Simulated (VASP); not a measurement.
## SnO2: single point with PBE+D3(BJ)

SnO2:

```
CELL_PARAMETERS angstrom
3.15755 0.00000 0.00000
-1.57878 2.73452 0.00000
0.00000 0.00000 10.16050
ATOMIC_POSITIONS crystal
Sn 0.00000 0.00000 0.50000
Sn 0.00000 0.00000 0.00000
O 0.66667 0.33333 0.40179
O 0.66667 0.33333 0.09821
O 0.33333 0.66667 0.59821
O 0.33333 0.66667 0.90179
```

- Program: VASP 6.6.1
- Task: single point
- Functional: PBE
- Dispersion: D3(BJ)
- Potentials or basis: VASP PAW PBE potentials, release 64 (Sn_d, O)
- Cutoff: 520 eV
- k mesh: 12 × 12 × 4
- Occupations: gaussian, width 0.05 eV
- Spin: no spin polarisation
- Dipole correction: no
- Further INCAR settings: ALGO = Normal; EDIFF = 1e-06; NBANDS = 35

| Property | Result |
| --- | --- |
| Pressure | 8.4 GPa |
| Largest force | 0.664 eV/Å |
| Band gap on the k mesh | 2.38 eV (least direct gap 2.83 eV) |
| Dispersion energy per atom | -0.174 eV |

Forces in eV/Å, atoms in the order of the input:
```
Sn   0.000  0.000  0.000
Sn   0.000  0.000  0.000
O    0.000  0.000 -0.664
O    0.000  0.000  0.664
O    0.000  0.000  0.664
O    0.000  0.000 -0.664
```

Stress tensor (GPa, compression positive):
```
10.19  0.00  0.00
 0.00 10.19  0.00
 0.00  0.00  4.93
```

Levels at points of the mesh, in eV from the valence-band top:
```tsv
k point	band 23	band 24	band 25	band 26	band 27	band 28	band 29	band 30
(0.00, 0.00, 0.00)	-0.95	-0.91	-0.91	-0.45	2.38	3.33	5.65	6.12
(0.50, 0.00, 0.00)	-0.66	-0.63	-0.56	-0.08	5.61	5.83	7.15	7.96
(0.00, 0.00, 0.50)	-0.93	-0.93	-0.91	-0.91	2.86	2.86	5.90	5.90
(0.50, 0.00, 0.50)	-0.59	-0.59	-0.33	-0.33	5.72	5.72	7.53	7.53
```

Wall time 3.8 min on 1 thread of AMD EPYC 7R13, with other jobs on the host, peak memory 0.27 GiB.

Caveat: the stress differs along the axes, from 5 to 10 GPa; spin-orbit coupling is left out, which moves the levels of the heavy elements. A k mesh can miss the band edges.
